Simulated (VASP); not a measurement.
# TaN (NiAs type) (P6_3/mmc) in VASP: relaxation of cell and atoms with PBE

Aim: the relaxation of cell and atoms of TaN (NiAs type) with PBE.

Everything below comes from runs of VASP 6.6.1. Logs are shortened: lines on timing, memory, paths and dates and some standing lists are left out, and cuts for length are marked.

## (1) The cell of the first run

The structure is hexagonal, space group P6_3/mmc (No. 194). The conventional cell has a = 2.822 Å, b = 2.822 Å, c = 4.374 Å, α = 90.00°, β = 90.00°, γ = 120.00°. Ta (site symmetry -3m) has 6 N at 1.96 Å and 2 Ta at 2.19 Å within 2.6 Å. N (site symmetry -6m2) has 6 Ta at 1.96 Å within 2.6 Å.

## (2) Relaxation of cell and atoms, PBE, target pressure 260 GPa, at which the enthalpy is minimised

INCAR

```
SYSTEM = TaN
PREC = Accurate
ENCUT = 600
EDIFF = 1E-7
ISMEAR = -1
SIGMA = 0.1
LREAL = .False.
LASPH = .True.
NELM = 60
ALGO = Normal
ISIF = 3
LWAVE = .False.
LCHARG = .False.
GGA = PE
IBRION = 2
NSW = 60
EDIFFG = -0.005
PSTRESS = 2600.0
```

KPOINTS

```
Automatic mesh
0
Gamma
  12 12 7
  0 0 0
```

POSCAR

```
TaN
1.0
    2.8222447020      0.0000000000      0.0000000000
   -1.4111223510      2.4441356076      0.0000000000
    0.0000000000      0.0000000000      4.3744792881
Ta N
2 2
Direct
    0.0000000000      0.0000000000      0.0000000000
    0.0000000000      0.0000000000      0.5000000000
    0.3333333333      0.6666666667      0.2500000000
    0.6666666667      0.3333333333      0.7500000000
```

Potentials or basis: VASP PAW PBE potentials, release 64 (Ta_pv, N).

Command:

```console
$ cat potpaw_PBE.64/Ta_pv/POTCAR potpaw_PBE.64/N/POTCAR > POTCAR
$ mpirun -np 1 vasp_std > vasp.out
```

OUTCAR:

```text
SYSTEM = TaN
   PREC = Accurate
   ENCUT = 600
   EDIFF = 1E-7
   ISMEAR = -1
   LREAL = .False.
   LASPH = .True.
   NELM = 60
   ISIF = 3
   GGA = PE
   IBRION = 2
   NSW = 60
   EDIFFG = -0.005
   PSTRESS = 2600.0

 ion  position               nearest neighbor table
   1  0.000  0.000  0.000-   3 1.96   4 1.96   3 1.96   4 1.96   4 1.96   3 1.96   2 2.19   2 2.19
                             2 3.57   2 3.57   2 3.57   2 3.57   2 3.57   2 3.57   2 3.57   2 3.57
   2  0.000  0.000  0.500-   3 1.96   4 1.96   3 1.96   4 1.96   4 1.96   3 1.96   1 2.19   1 2.19
                             1 3.57   1 3.57   1 3.57   1 3.57   1 3.57   1 3.57   1 3.57   1 3.57
   3  0.333  0.667  0.250-   1 1.96   2 1.96   1 1.96   2 1.96   1 1.96   2 1.96
   4  0.667  0.333  0.750-   1 1.96   2 1.96   1 1.96   2 1.96   1 1.96   2 1.96

  LATTYP: Found a hexagonal cell.
 ALAT       =     2.8222447020
 C/A-ratio  =     1.5500000000

  Lattice vectors:

 A1 = (   2.8222447020,   0.0000000000,   0.0000000000)
 A2 = (  -1.4111223510,   2.4441356076,   0.0000000000)
 A3 = (   0.0000000000,   0.0000000000,   4.3744792881)

Analysis of symmetry for initial positions (statically):
=====================================================================
 Subroutine PRICEL returns:
 Original cell was already a primitive cell.

 Routine SETGRP: Setting up the symmetry group for a
 hexagonal supercell.

 Subroutine GETGRP returns: Found 24 space group operations
 (whereof 12 operations were pure point group operations)
 out of a pool of 24 trial point group operations.

The static configuration has the point symmetry D_3d.
 The point group associated with its full space group is D_6h.

Analysis of symmetry for dynamics (positions and initial velocities):
=====================================================================
 Subroutine PRICEL returns:
 Original cell was already a primitive cell.

 Routine SETGRP: Setting up the symmetry group for a
 hexagonal supercell.

 Subroutine GETGRP returns: Found 24 space group operations
 (whereof 12 operations were pure point group operations)
 out of a pool of 24 trial point group operations.

The dynamic configuration has the point symmetry D_3d.
 The point group associated with its full space group is D_6h.

 Subroutine INISYM returns: Found 24 space group operations
 (whereof 12 operations are pure point group operations),
 and found     1 'primitive' translations

----------------------------------------------------------------------------------------

                                     Primitive cell

  volume of cell :      30.1749

  direct lattice vectors                    reciprocal lattice vectors
     2.822244702  0.000000000  0.000000000     0.354327886  0.204571301  0.000000000
    -1.411122351  2.444135608  0.000000000     0.000000000  0.409142601  0.000000000
     0.000000000  0.000000000  4.374479288     0.000000000  0.000000000  0.228598636

  length of vectors
     2.822244702  2.822244702  4.374479288     0.409142601  0.409142601  0.228598636

  position of ions in fractional coordinates (direct lattice)
     0.000000000  0.000000000  0.000000000
     0.000000000  0.000000000  0.500000000
     0.333333333  0.666666667  0.250000000
     0.666666667  0.333333333  0.750000000

  ion indices of the primitive-cell ions
   primitive index   ion index
                 1           1
                 2           2
                 3           3
                 4           4

----------------------------------------------------------------------------------------

 KPOINTS: Automatic mesh

Automatic generation of k-mesh.
 Grid dimensions read from file:
 generate k-points for:   12   12    7

 Generating k-lattice:

  Cartesian coordinates                     Fractional coordinates (reciprocal lattice)
     0.029527324  0.017047608  0.000000000     0.083333333  0.000000000  0.000000000
     0.000000000  0.034095217  0.000000000     0.000000000  0.083333333  0.000000000
     0.000000000  0.000000000  0.032656948     0.000000000  0.000000000  0.142857143

  Length of vectors
     0.034095217  0.034095217  0.032656948

  Shift w.r.t. Gamma in fractional coordinates (k-lattice)
     0.000000000  0.000000000  0.000000000

 Subroutine IBZKPT returns following result:
 ===========================================

 Found     76 irreducible k-points:

 Following reciprocal coordinates:
            Coordinates               Weight
  0.000000  0.000000  0.000000      1.000000
  0.083333  0.000000  0.000000      6.000000
  0.166667 -0.000000  0.000000      6.000000
  0.250000  0.000000  0.000000      6.000000
  0.333333  0.000000  0.000000      6.000000
  0.416667 -0.000000  0.000000      6.000000
[... 16 lines left out ...]
  0.250000  0.000000  0.142857     12.000000
  0.333333  0.000000  0.142857     12.000000
 [... further k-points ...]
   k-points           NKPTS =     76   k-points in BZ     NKDIM =     76   number of bands    NBANDS=     20
   number of dos      NEDOS =    301   number of ions     NIONS =      4
   total plane-waves  NPLWV =  20736
   dimension x,y,z NGX =    24 NGY =   24 NGZ =   36
   dimension x,y,z NGXF=    48 NGYF=   48 NGZF=   72
   ions per type =               2   2
   NGX,Y,Z   is equivalent  to a cutoff of  14.14, 14.14, 13.68 a.u.
   NGXF,Y,Z  is equivalent  to a cutoff of  28.27, 28.27, 27.36 a.u.
 SYSTEM =  TaN
   PREC   = accura    normal or accurate (medium, high low for compatibility)
   ISTART =      0    job   : 0-new  1-cont  2-samecut
   ICHARG =      2    charge: 1-file 2-atom 10-const
   ISPIN  =      1    spin polarized calculation?
   LNONCOLLINEAR =      F non collinear calculations
   LSORBIT =      F    spin-orbit coupling
   LASPH  =      T    aspherical Exc in radial PAW
   ENCUT  =  600.0 eV  44.10 Ry    6.64 a.u.   5.64  5.64  8.74*2*pi/ulx,y,z
   NELM   =     60;   NELMIN=  2; NELMDL= -5     # of ELM steps
   EDIFF  = 0.1E-06   stopping-criterion for ELM
   LREAL  =      F    real-space projection
   EDIFFG = -.5E-02   stopping-criterion for IOM
   NSW    =     60    number of steps for IOM
   IBRION =      2    ionic relax: 0-MD 1-quasi-New 2-CG
   NFREE  =      1    steps in history (QN), initial steepest desc. (CG)
   ISIF   =      3    stress and relaxation
   ISYM   =      2    0-nonsym 1-usesym 2-fastsym
   POTIM  = 0.5000    time-step for ionic-motion
   TEBEG  =    0.0;   TEEND  =   0.0 temperature during run
   PSTRESS= 2600.0 pullay stress
   NELECT =      32.0000    total number of electrons
   NUPDOWN=      -1.0000    fix difference up-down
   EMIN   =  10.00;   EMAX   =-10.00  energy-range for DOS
   EFERMI =   0.00;   METHOD = LEGACY
   ISMEAR =    -1;   SIGMA  =   0.10  broadening in eV -4-tet -1-fermi 0-gaus
   EFERMI_NEDOS =   21; number of points for ismear=-14 and -15
   IALGO  =     38    algorithm
   IMIX   =      4    mixing-type and parameters
     AMIX     =   0.40;   BMIX     =  1.00
     AMIX_MAG =   1.60;   BMIX_MAG =  1.00
  volume/ion in A,a.u.               =       7.54        50.91
  Fermi-wavevector in a.u.,A,eV,Ry     =   1.669460  3.154822 37.920758  2.787097
  Thomas-Fermi vector in A             =   2.755129
   LORBIT       =      0    0 simple, 1 ext, 2 COOP (PROOUT), +10 PAW based schemes
   GGA     = PE    functional components
   LHFCALC =     F    Hartree Fock is set to
   AEXX    =    0.0000 exact exchange contribution
   IVDW    =     0    specifies the selected vdW correction
   LEPSILON=     F    determine dielectric tensor
   LRPA    =     F    only Hartree local field effects (RPA)
 conjugate gradient relaxation of ions
 non-spin polarized calculation
  energy-cutoff  :      600.00
  volume of cell :       30.17
 maximum number of plane-waves:      1031
 NGX is ok and might be reduce to    24
   NGX = 11   NGY = 11   NGZ = 17

--------------------------------------- Ionic step        1  -------------------------------------------

 number of electron      32.0000003 magnetization

 Free energy of the ion-electron system (eV)
  ---------------------------------------------------
  ext. energy  EPLUGINS =         0.00000000
  ---------------------------------------------------
  free energy    TOTEN  =       -30.87140508 eV

  energy without entropy =      -30.82228551  energy(sigma->0) =      -30.84684530

------------------------ aborting loop because EDIFF is reached ----------------------------------------

  FORCE on cell =-STRESS in cart. coord.  units (eV):
  Direction    XX          YY          ZZ          XY          YZ          ZX
  --------------------------------------------------------------------------------------
  -------------------------------------------------------------------------------------
  Total       46.3662294     46.3662294     87.1920379      0.0000000     -0.0000000      0.0000000
  in kB     2461.8751964   2461.8751964   4629.5745484      0.0000000     -0.0000000      0.0000000
  external PRESSURE =     584.4416471 kB  Pullay stress =    2600.0000000 kB
[... 25 lines left out ...]
  enthalpy is  TOTEN    =        18.0962260208 eV   P V=       48.9676311041

--------------------------------------- Ionic step        2  -------------------------------------------

 number of electron      32.0000016 magnetization

 E-fermi :   8.1058     XC(G=0): -13.5970

 val. band max:        8.1056160219   @ k =   0.0833   0.0000   0.0000
 cond. band min:       8.1856069586   @ k =   0.0000   0.0000   0.0000
 fundamental gap:      0.0799909368
 Fermi energy:         8.1057514711

 k-point     1 :       0.0000    0.0000    0.0000
  band No.  band energies     occupation
      1     -26.9520      2.00000
      2     -26.5134      2.00000
      3     -25.7200      2.00000
      4     -25.7200      2.00000
      5     -25.6956      2.00000
      6     -25.6956      2.00000
[... 12 lines left out ...]
     19       9.7487      0.00000
[... 513 lines left out ...]
      4     -26.3020      2.00000
      5     -26.0343      2.00000
      6     -26.0055      2.00000
[... 12 lines left out ...]
     19      11.7546      0.00000
     20      12.7369      0.00000

 [... further k-points ...]

------------------------ aborting loop because EDIFF is reached ----------------------------------------

  FORCE on cell =-STRESS in cart. coord.  units (eV):
  Direction    XX          YY          ZZ          XY          YZ          ZX
  --------------------------------------------------------------------------------------
  -------------------------------------------------------------------------------------
  Total       13.3351954     13.3351954    -14.7274074     -0.0000000     -0.0000000      0.0000000
  in kB      516.5332256    516.5332256   -570.4599749     -0.0000000     -0.0000000      0.0000000
  external PRESSURE =   -2445.7978412 kB  Pullay stress =    2600.0000000 kB
[... 59 lines left out ...]
  FREE ENERGIE OF THE ION-ELECTRON SYSTEM (eV)
  ---------------------------------------------------
  free  energy   TOTEN  =       -40.4335943091 eV

  energy  without entropy=      -40.3849164129  energy(sigma->0) =      -40.40925536

  enthalpy is  TOTEN    =        15.9135595454 eV   P V=       56.3471538545

[... ionic steps 4 to 13 ...]

--------------------------------------- Ionic step       14  -------------------------------------------

 number of electron      31.9999995 magnetization

------------------------ aborting loop because EDIFF is reached ----------------------------------------

  FORCE on cell =-STRESS in cart. coord.  units (eV):
  Direction    XX          YY          ZZ          XY          YZ          ZX
  --------------------------------------------------------------------------------------
  -------------------------------------------------------------------------------------
  Total       49.1804759     49.1804759     49.2174253      0.0000000      0.0000000      0.0000000
  in kB     2598.2091028   2598.2091026   2600.1611452      0.0000000      0.0000000      0.0000000
  external PRESSURE =      -1.1402164 kB  Pullay stress =    2600.0000000 kB
[... 65 lines left out ...]
  enthalpy is  TOTEN    =        13.0878922072 eV   P V=       49.2127762854

--------------------------------------- Ionic step       16  -------------------------------------------

 number of electron      31.9999995 magnetization

 Free energy of the ion-electron system (eV)
  ---------------------------------------------------
  ext. energy  EPLUGINS =         0.00000000
  ---------------------------------------------------
  free energy    TOTEN  =       -36.12319033 eV

  energy without entropy =      -36.09959095  energy(sigma->0) =      -36.11139064

 E-fermi :  12.1728     XC(G=0): -15.3957

 val. band max:       12.1473797899   @ k =   0.0833   0.0833   0.4286
 cond. band min:      12.1789944056   @ k =   0.0833   0.0000   0.0000
 fundamental gap:      0.0316146158
 Fermi energy:        12.1727722742

 k-point     1 :       0.0000    0.0000    0.0000
  band No.  band energies     occupation
      1     -24.2190      2.00000
      2     -21.9884      2.00000
      3     -20.9221      2.00000
      4     -20.9221      2.00000
      5     -20.7443      2.00000
      6     -20.7443      2.00000
[... 12 lines left out ...]
     19      13.2414      0.00005
[... 513 lines left out ...]
      4     -21.6040      2.00000
      5     -21.5393      2.00000
      6     -21.3325      2.00000
[... 12 lines left out ...]
     19      17.5303      0.00000
     20      17.9020      0.00000

 [... further k-points ...]

------------------------ aborting loop because EDIFF is reached ----------------------------------------

  FORCE on cell =-STRESS in cart. coord.  units (eV):
  Direction    XX          YY          ZZ          XY          YZ          ZX
  --------------------------------------------------------------------------------------
  -------------------------------------------------------------------------------------
  Total       49.1936914     49.1936914     49.2285564      0.0000000      0.0000000      0.0000000
  in kB     2599.0812427   2599.0812425   2600.9232913      0.0000000      0.0000000      0.0000000
  external PRESSURE =      -0.3047412 kB  Pullay stress =    2600.0000000 kB
[... 19 lines left out ...]
  FREE ENERGIE OF THE ION-ELECTRON SYSTEM (eV)
  ---------------------------------------------------
  free  energy   TOTEN  =       -36.1231903337 eV

  energy  without entropy=      -36.0995909525  energy(sigma->0) =      -36.11139064

  enthalpy is  TOTEN    =        13.0878906588 eV   P V=       49.2110809925

 reached required accuracy - stopping structural energy minimisation
```

It took 5.3 min on 1 thread of Intel Xeon Platinum 8488C (Sapphire Rapids), shared host; peak memory 0.2 GiB.

Results:

| Item | Value |
| --- | --- |
| Free energy | -36.1232 eV |
| Relaxed volume | 7.58 Å³/atom |
| Relaxed cell | a = 2.554 Å, b = 2.554 Å, c = 5.368 Å, α = 90.00°, β = 90.00°, γ = 120.00° |
| Space group after relaxing (to 0.1 Å) | P6_3/mmc (No. 194) |
| Energy change on relaxing (the run minimises the enthalpy) | -1312.9 meV/atom |
| Ionic steps | 16 |
| Pressure after relaxing | 260.0 GPa |
| Band gap on the k mesh | zero (bands 16 and 17 overlap by 1.57 eV) |

Step by step:
```
step  energy change (eV)  largest force (eV/Å)  pressure (GPa)  volume (Å³)
   1              0.0000                0.0000          318.44        30.17
   2            -11.6194                0.0000           15.42        41.36
   3             -9.5622                0.0000          133.29        34.72
   4             -8.2163                0.0000          161.66        33.79
   5             -2.0935                0.0000          286.11        29.40
   6             -6.6816                0.0000          218.63        31.32
   7             -6.9518                0.0000          213.59        31.49
   8             -1.6946                0.0000          351.86        28.56
   9             -5.5129                0.0000          254.03        30.49
  10             -5.4476                0.0000          255.79        30.45
  11             -5.2401                0.0000          260.24        30.32
  12             -5.2461                0.0000          260.11        30.32
  13             -5.2502                0.0000          260.02        30.32
  14             -5.2551                0.0000          259.89        30.33
  15             -5.2535                0.0000          259.91        30.33
  16             -5.2518                0.0000          259.97        30.32
```

Final structure:
```
CELL_PARAMETERS angstrom
2.55412 0.00000 0.00000
-1.27706 2.21193 0.00000
0.00000 0.00000 5.36768
ATOMIC_POSITIONS crystal
Ta 0.00000 0.00000 0.00000
Ta 0.00000 0.00000 0.50000
N 0.33333 0.66667 0.25000
N 0.66667 0.33333 0.75000
```

Levels at points of the mesh, in eV from the Fermi level:
| k point | band 13 | band 14 | band 15 | band 16 | band 17 | band 18 | band 19 | band 20 |
| --- | --- | --- | --- | --- | --- | --- | --- | --- |
| (0.00, 0.00, 0.00) | -3.71 | -2.01 | -2.01 | -0.41 | -0.41 | 1.07 | 1.07 | 2.91 |
| (0.50, 0.00, 0.00) | -5.72 | -3.73 | -3.50 | -2.77 | 4.31 | 7.44 | 8.40 | 8.47 |

Caveat: the cell is relaxed towards a set pressure, so the run minimises the enthalpy, not the energy; a cell axis changed by over 15 % at a fixed basis, so the end point is rough; spin-orbit coupling is left out, which moves the levels of the heavy elements.
